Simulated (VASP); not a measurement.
Crystal: Te.

```
CELL_PARAMETERS angstrom
-1.93544 1.93544 1.93544
1.93544 -1.93544 1.93544
1.93544 1.93544 -1.93544
ATOMIC_POSITIONS crystal
Te 0.00000 0.00000 0.00000
```

```yaml
Program: VASP 6.6.1
Task: relaxation of cell and atoms
Functional: LDA
Potentials_or_basis: VASP PAW LDA potentials, release 64 (Te)
Cutoff: 600 eV
k_mesh: 19 × 19 × 19
Occupations: fermi-dirac, width 0.05 eV
Spin: no spin polarisation
```

At the start: pressure -4.7 GPa; volume 29.00 Å³/atom.

Q: How do energy, volume and symmetry change on relaxing?

A: Over 3 steps the energy falls by 36.5 meV/atom and the volume is 26.69 Å³/atom (-8.0 %); space group Im-3m (No. 229, to 0.05 Å).

The path:
```
step  energy change (eV)  largest force (eV/Å)  pressure (GPa)  volume (Å³)
   1              0.0000                0.0000           -4.68        29.00
   2             -0.0261                0.0000            3.17        25.59
   3             -0.0365                0.0000           -0.02        26.69
```

Final structure:
```cif
data_structure
_symmetry_space_group_name_H-M 'P 1'
_symmetry_Int_Tables_number 1
_cell_length_a 3.2608
_cell_length_b 3.2608
_cell_length_c 3.2608
_cell_angle_alpha 109.471
_cell_angle_beta 109.471
_cell_angle_gamma 109.471
_cell_volume 26.69
loop_
_atom_site_label
_atom_site_type_symbol
_atom_site_fract_x
_atom_site_fract_y
_atom_site_fract_z
_atom_site_occupancy
Te1 Te 0.00000 0.00000 0.00000 1
```
